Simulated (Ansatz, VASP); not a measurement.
# One calculation of Ti3H, two programs

The input INCAR:

```
SYSTEM = Ti3H
ALGO = Normal
DIPOL = 0.5 0.5 0.318
EDIFF = 1E-7
ENCUT = 520
GGA = PE
IDIPOL = 3
ISIF = 2
ISMEAR = 0
LASPH = .True.
LCHARG = .False.
LDIPOL = .True.
LREAL = .False.
LWAVE = .False.
NBANDS = 47
NELM = 100
PREC = Accurate
SIGMA = 0.1
```

File KPOINTS:

```
k-points
0
Gamma
  6 6 1
  0 0 0
```

Contents of POSCAR:

```
Ti3H
1.0
    4.6037402166      0.0000000000      0.0000000000
   -2.3018701083      3.9869559800      0.0000000000
    0.0000000000      0.0000000000     22.4968207969
Ti H
6 2
Direct
    0.6666666667      0.3333333333      0.1778029010
    0.3333333333      0.6666666667      0.2195747826
    0.0000000000      0.0000000000      0.2613466643
    0.6666666667      0.3333333333      0.2980472831
    0.3333333333      0.6666666667      0.3304570154
    0.0000000000      0.0000000000      0.3776898467
    0.1671664623      0.8328335377      0.4403653692
    0.4995002043      0.5004997957      0.4403653692
```

Input for Ansatz:

```yaml
crystal:
  lattice:
    - [4.6037402166, 0.0, 0.0]
    - [-2.3018701083, 3.98695598, 0.0]
    - [0.0, 0.0, 22.4968207969]
  atoms:
    - { symbol: Ti, position: [0.6666666667, 0.3333333333, 0.177802901] }
    - { symbol: Ti, position: [0.3333333333, 0.6666666667, 0.2195747826] }
    - { symbol: Ti, position: [0.0, 0.0, 0.2613466643] }
    - { symbol: Ti, position: [0.6666666667, 0.3333333333, 0.2980472831] }
    - { symbol: Ti, position: [0.3333333333, 0.6666666667, 0.3304570154] }
    - { symbol: Ti, position: [0.0, 0.0, 0.3776898467] }
    - { symbol: H, position: [0.1671664623, 0.8328335377, 0.4403653692] }
    - { symbol: H, position: [0.4995002043, 0.5004997957, 0.4403653692] }
basis:
  ecutwfc: 420
kpoints:
  mp_grid: { grid: [6, 6, 1] }
hamiltonian:
  xc: pbe
  pseudopotentials: { kind: paw, azcp: { folder: soft_1 } }
scf:
  occupations: { method: gaussian, width: 0.1 }
output:
  forces: true
  eigenvalues: true
efield:
  axis: 3
  dipole_correction: true
  ramp_width: 0.04
```

Alike in both runs: task single point; functional PBE; k mesh 6 × 6 × 1; occupations gaussian, width 0.1 eV; no spin polarisation.

```csv
,VASP,Ansatz
version,VASP 6.6.1,Ansatz 0.2.0
potentials or method,"VASP PAW PBE potentials, release 64 (Ti_sv, H), cutoff 520 eV","scalar-relativistic, plane waves, PAW"
valence electrons in the cell,74,74
```

VASP gave:

| Quantity | Value |
| --- | --- |
| gap on the k mesh at the Fermi level (eV) | none |
| rms of the force components (eV/Å) | 0.730 |

**Question.** Which values does Ansatz return?

**Answer.** gap on the k mesh at the Fermi level (eV): none; rms of the force components (eV/Å): 0.731.

Atom by atom the forces differ by 0.005 eV/Å (rms over components). A gap of «none» marks a metal or a gap that the smearing closes. The functional is the same, so the differences come from potentials, cutoffs and numerics.
